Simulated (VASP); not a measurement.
# TiO2 (P4_2nm) in VASP: notebook, part 2 of 2

VASP 6.6.1. Earlier steps stand in the parts before.

## (4) Single point, r2SCAN+U (atoms displaced along a vibrational mode)

File POSCAR:

```
TiO2
1.0
    4.5973635523      0.0000000000      0.0000000000
    0.0000000000      4.5973635523      0.0000000000
    0.0000000000      0.0000000000      2.9928841877
Ti O
2 4
Direct
    0.0000000000      0.0000000000     -0.0223355532
    0.5000000000      0.5000000000      0.4776644468
    0.3051400959      0.3051400959      0.0334125859
    0.1948599041      0.8051400959      0.5334125859
    0.6948599041      0.6948599041      0.0334125859
    0.8051400959      0.1948599041      0.5334125859
```

File INCAR.step1:

```
SYSTEM = TiO2
  PREC = Accurate
  ENCUT = 520
  ISMEAR = 0
  SIGMA = 0.05
  LREAL = .FALSE.
  LASPH = .TRUE.
  NELM = 150
  LMAXMIX = 4
  LDAU = .TRUE.
  LDAUTYPE = 2
  LDAUL = 2 -1
  LDAUU = 4 0
  LDAUJ = 0 0
  NBANDS = 33
  GGA = PE
  ALGO = Normal
  EDIFF = 1E-4
  LWAVE = .TRUE.
  LCHARG = .FALSE.
```

File INCAR.step2:

```
SYSTEM = TiO2
  PREC = Accurate
  ENCUT = 520
  EDIFF = 1E-6
  ISMEAR = 0
  SIGMA = 0.05
  LREAL = .FALSE.
  LASPH = .TRUE.
  NELM = 150
  ALGO = Normal
  ISIF = 2
  LWAVE = .FALSE.
  LCHARG = .FALSE.
  LMAXMIX = 4
  LDAU = .TRUE.
  LDAUTYPE = 2
  LDAUL = 2 -1
  LDAUU = 4 0
  LDAUJ = 0 0
  LDAUPRINT = 1
  METAGGA = R2SCAN
  LMIXTAU = .TRUE.
  NBANDS = 33
  ISTART = 1
```

File KPOINTS:

```
regular mesh
0
G
  6 6 8
  0 0 0
```

Potentials or basis: VASP PAW PBE potentials, release 64 (Ti_sv, O).

Run with:

```bash
> cat potpaw_PBE.64/Ti_sv/POTCAR potpaw_PBE.64/O/POTCAR > POTCAR
> cp INCAR.step1 INCAR
> mpirun -np 1 vasp_std > vasp.out
> cp INCAR.step2 INCAR
> mpirun -np 1 vasp_std > vasp.out
```

OUTCAR:

```text
SYSTEM = TiO2
   PREC = Accurate
   ENCUT = 520
   EDIFF = 1E-6
   ISMEAR = 0
   LREAL = .FALSE.
   LASPH = .TRUE.
   NELM = 150
   ISIF = 2
   METAGGA = R2SCAN
   ISTART = 1

 ion  position               nearest neighbor table
   1  0.000  0.000  0.978-   4 1.84   6 1.84   5 1.99   3 1.99   4 2.09   6 2.09
   2  0.500  0.500  0.478-   3 1.84   5 1.84   4 1.99   6 1.99   3 2.09   5 2.09
   3  0.305  0.305  0.033-   2 1.84   1 1.99   2 2.09
   4  0.195  0.805  0.533-   1 1.84   2 1.99   1 2.09
   5  0.695  0.695  0.033-   2 1.84   1 1.99   2 2.09
   6  0.805  0.195  0.533-   1 1.84   2 1.99   1 2.09

  LATTYP: Found a simple tetragonal cell.
 ALAT       =     4.5973635523
 C/A-ratio  =     0.6510001121

  Lattice vectors:

 A1 = (   4.5973635523,   0.0000000000,   0.0000000000)
 A2 = (   0.0000000000,   4.5973635523,   0.0000000000)
 A3 = (   0.0000000000,   0.0000000000,   2.9928841877)

Analysis of symmetry for initial positions (statically):
=====================================================================
 Subroutine PRICEL returns:
 Original cell was already a primitive cell.

 Routine SETGRP: Setting up the symmetry group for a
 simple tetragonal supercell.

 Subroutine GETGRP returns: Found  8 space group operations
 (whereof  4 operations were pure point group operations)
 out of a pool of 16 trial point group operations.

The static configuration has the point symmetry C_2v.
 The point group associated with its full space group is C_4v.

Analysis of symmetry for dynamics (positions and initial velocities):
=====================================================================
 Subroutine PRICEL returns:
 Original cell was already a primitive cell.

 Routine SETGRP: Setting up the symmetry group for a
 simple tetragonal supercell.

 Subroutine GETGRP returns: Found  8 space group operations
 (whereof  4 operations were pure point group operations)
 out of a pool of 16 trial point group operations.

The dynamic configuration has the point symmetry C_2v.
 The point group associated with its full space group is C_4v.

 Subroutine INISYM returns: Found  8 space group operations
 (whereof  4 operations are pure point group operations),
 and found     1 'primitive' translations

----------------------------------------------------------------------------------------

                                     Primitive cell

  volume of cell :      63.2569

  direct lattice vectors                    reciprocal lattice vectors
     4.597363552  0.000000000  0.000000000     0.217515972  0.000000000  0.000000000
[... 161 lines left out ...]
  o =  0.0947  v = -0.0000  0.0000 -0.0000  0.0000 -1.0000  0.0000  0.0000  0.0000  0.0000  0.0000      0.0000  0.0000  0.0000  0.0000  0.0000  0.0000  0.0000  0.0000  0.0000  0.0000
  o =  0.0947  v =  0.0000  0.0000  0.0000  0.0000  0.0000 -0.0000  0.0000 -0.0000  0.0000 -1.0000      0.0000  0.0000  0.0000  0.0000  0.0000  0.0000  0.0000  0.0000  0.0000  0.0000
  o =  0.0967  v =  0.0000 -0.7071  0.0000 -0.7071  0.0000  0.0000  0.0000  0.0000  0.0000  0.0000      0.0000  0.0000  0.0000  0.0000  0.0000  0.0000  0.0000  0.0000  0.0000  0.0000
  o =  0.0967  v =  0.0000  0.0000  0.0000  0.0000  0.0000  0.0000 -0.7071  0.0000 -0.7071  0.0000      0.0000  0.0000  0.0000  0.0000  0.0000  0.0000  0.0000  0.0000  0.0000  0.0000
  o =  0.2365  v = -0.8576  0.0000  0.5144  0.0000  0.0000  0.0000  0.0000  0.0000  0.0000  0.0000      0.0000  0.0000  0.0000  0.0000  0.0000  0.0000  0.0000  0.0000  0.0000  0.0000
  o =  0.2365  v =  0.0000  0.0000  0.0000  0.0000  0.0000 -0.8576  0.0000  0.5144  0.0000  0.0000      0.0000  0.0000  0.0000  0.0000  0.0000  0.0000  0.0000  0.0000  0.0000  0.0000
  o =  0.2767  v =  0.0000  0.0000  0.0000  0.0000  0.0000  0.0000 -0.7071  0.0000  0.7071  0.0000      0.0000  0.0000  0.0000  0.0000  0.0000  0.0000  0.0000  0.0000  0.0000  0.0000
  o =  0.2767  v =  0.0000 -0.7071  0.0000  0.7071  0.0000  0.0000  0.0000  0.0000  0.0000  0.0000      0.0000  0.0000  0.0000  0.0000  0.0000  0.0000  0.0000  0.0000  0.0000  0.0000

atom =   2  type =  1  l = 2

 onsite density matrix

spin component  1

  0.1967  0.0000  0.0662  0.0000  0.0000
  0.0000  0.1867  0.0000  0.0900  0.0000
  0.0662  0.0000  0.1260  0.0000 -0.0000
  0.0000  0.0900  0.0000  0.1867  0.0000
  0.0000  0.0000 -0.0000  0.0000  0.0947

spin component  2

  0.1967  0.0000  0.0662  0.0000  0.0000
  0.0000  0.1867  0.0000  0.0900  0.0000
  0.0662  0.0000  0.1260  0.0000 -0.0000
  0.0000  0.0900  0.0000  0.1867  0.0000
  0.0000  0.0000 -0.0000  0.0000  0.0947

 occupancies and eigenvectors

  o =  0.0863  v = -0.5144  0.0000  0.8576  0.0000  0.0000  0.0000  0.0000  0.0000  0.0000  0.0000      0.0000  0.0000  0.0000  0.0000  0.0000  0.0000  0.0000  0.0000  0.0000  0.0000
  o =  0.0863  v =  0.0000  0.0000  0.0000  0.0000  0.0000 -0.5144  0.0000  0.8576  0.0000  0.0000      0.0000  0.0000  0.0000  0.0000  0.0000  0.0000  0.0000  0.0000  0.0000  0.0000
  o =  0.0947  v =  0.0000  0.0000  0.0000  0.0000 -1.0000  0.0000  0.0000  0.0000  0.0000  0.0000      0.0000  0.0000  0.0000  0.0000  0.0000  0.0000  0.0000  0.0000  0.0000  0.0000
  o =  0.0947  v =  0.0000  0.0000  0.0000  0.0000  0.0000  0.0000  0.0000  0.0000  0.0000 -1.0000      0.0000  0.0000  0.0000  0.0000  0.0000  0.0000  0.0000  0.0000  0.0000  0.0000
  o =  0.0967  v =  0.0000  0.7071  0.0000 -0.7071  0.0000  0.0000  0.0000  0.0000  0.0000  0.0000      0.0000  0.0000  0.0000  0.0000  0.0000  0.0000  0.0000  0.0000  0.0000  0.0000
  o =  0.0967  v =  0.0000  0.0000  0.0000  0.0000  0.0000  0.0000  0.7071  0.0000 -0.7071  0.0000      0.0000  0.0000  0.0000  0.0000  0.0000  0.0000  0.0000  0.0000  0.0000  0.0000
  o =  0.2365  v = -0.8576  0.0000 -0.5144  0.0000  0.0000  0.0000  0.0000  0.0000  0.0000  0.0000      0.0000  0.0000  0.0000  0.0000  0.0000  0.0000  0.0000  0.0000  0.0000  0.0000
  o =  0.2365  v =  0.0000  0.0000  0.0000  0.0000  0.0000 -0.8576  0.0000 -0.5144  0.0000  0.0000      0.0000  0.0000  0.0000  0.0000  0.0000  0.0000  0.0000  0.0000  0.0000  0.0000
  o =  0.2767  v =  0.0000  0.0000  0.0000  0.0000  0.0000  0.0000  0.7071  0.0000  0.7071  0.0000      0.0000  0.0000  0.0000  0.0000  0.0000  0.0000  0.0000  0.0000  0.0000  0.0000
  o =  0.2767  v =  0.0000  0.7071  0.0000  0.7071  0.0000  0.0000  0.0000  0.0000  0.0000  0.0000      0.0000  0.0000  0.0000  0.0000  0.0000  0.0000  0.0000  0.0000  0.0000  0.0000

 number of electron      48.0000031 magnetization

 Free energy of the ion-electron system (eV)
  ---------------------------------------------------
  ext. energy  EPLUGINS =         0.00000000
  ---------------------------------------------------
  free energy    TOTEN  =       -64.45495433 eV

  energy without entropy =      -64.45495433  energy(sigma->0) =      -64.45495433

 E-fermi :   4.9903     XC(G=0): -12.0705

 val. band max:        4.5923544487   @ k =   0.0000   0.0000   0.0000
 cond. band min:       7.7079100421   @ k =   0.5000   0.1667   0.5000
 fundamental gap:      3.1155555935
 Fermi energy:         4.9903299066

 k-point     1 :       0.0000    0.0000    0.0000
  band No.  band energies     occupation
      1     -55.3412      2.00000
      2     -55.3250      2.00000
      3     -30.5669      2.00000
      4     -30.5669      2.00000
      5     -30.3975      2.00000
      6     -30.3928      2.00000
[... 853 lines left out ...]
     32       9.9640      0.00000
     33      11.9025      0.00000

 [... further k-points ...]
[... 5 lines left out ...]
  --------------------------------------------------------------------------------------
  -------------------------------------------------------------------------------------
  Total        3.2310010      3.2310010      4.5418077      0.0000000      0.0000000      0.0000000
  in kB       81.8351845     81.8351845    115.0354558      0.0000000      0.0000000      0.0000000
  external PRESSURE =      92.9019416 kB  Pullay stress =       0.0000000 kB

 VOLUME and BASIS-vectors are now :
 -----------------------------------------------------------------------------
  energy-cutoff  :      520.00
  volume of cell :       63.26
      direct lattice vectors                 reciprocal lattice vectors
     4.597363552  0.000000000  0.000000000     0.217515972  0.000000000  0.000000000
     0.000000000  4.597363552  0.000000000     0.000000000  0.217515972  0.000000000
     0.000000000  0.000000000  2.992884188     0.000000000  0.000000000  0.334125859

 POSITION                                       TOTAL-FORCE (eV/Angst)
 -----------------------------------------------------------------------------------
      0.00000      0.00000      2.92604         0.000000      0.000000      1.753968
      2.29868      2.29868      1.42959         0.000000      0.000000      1.753968
      1.40284      1.40284      0.10000        -0.446303     -0.446303     -0.876984
      0.89584      3.70152      1.59644         0.446303     -0.446303     -0.876984
      3.19452      3.19452      0.10000         0.446303      0.446303     -0.876984
      3.70152      0.89584      1.59644        -0.446303      0.446303     -0.876984
 -----------------------------------------------------------------------------------
    total drift:                                0.000000      0.000000      0.001998

  FREE ENERGIE OF THE ION-ELECTRON SYSTEM (eV)
  ---------------------------------------------------
  free  energy   TOTEN  =       -64.4549543296 eV

  energy  without entropy=      -64.4549543296  energy(sigma->0) =      -64.45495433
```

Wall time 5.1 min (1 thread of Intel Xeon 8259CL, shared host); peak memory 0.23 GiB.

What came out:

```yaml
Free_energy: -64.4550 eV
Pressure: 9.3 GPa
Largest_force: 1.754 eV/Å
Band_gap_on_the_k_mesh: 3.12 eV (least direct gap 3.37 eV)
```

Forces on the atoms (eV/Å):
```
Ti   0.000  0.000  1.754
Ti   0.000  0.000  1.754
O   -0.446 -0.446 -0.877
O    0.446 -0.446 -0.877
O    0.446  0.446 -0.877
O   -0.446  0.446 -0.877
```

Eigenvalues of the final occupation matrices:
```tsv
site	spin	trace	eigenvalues
site 1 d	1	0.79	0.09 0.09 0.10 0.24 0.28
site 1 d	2	0.79	0.09 0.09 0.10 0.24 0.28
site 2 d	1	0.79	0.09 0.09 0.10 0.24 0.28
site 2 d	2	0.79	0.09 0.09 0.10 0.24 0.28
```

Caveat: the cell differs from its parent crystal (atoms displaced along a vibrational mode); the cell stands under pressure; the PAW data sets were made with another functional, which shifts forces and pressure a little.

## (5) Overview

```tsv
cell	gap on the mesh (eV)	pressure (GPa)	largest force (eV/Å)
as given, atomic positions A	3.78	23.0	5.14
as given, atomic positions B	3.42	14.9	3.17
as given, atomic positions C	3.12	9.3	1.75
```

Alike in all rows: task single point; level r2SCAN+U; potentials or basis VASP PAW PBE potentials, release 64 (Ti_sv, O); no spin polarisation; Ti d U = 4.0 eV; k mesh 6 × 6 × 8; cutoff (eV) 520; smearing gaussian 0.05 eV.

Caveats: the PAW data sets were made with another functional, which shifts forces and pressure a little; the stress differs along the axes, from 20 to 29 GPa (at least some runs); the stress differs along the axes, from 13 to 19 GPa (at least some runs); the cell stands under pressure (at least some runs).

Total energies depend on the potentials used, so only differences within one code and one set of settings carry meaning.
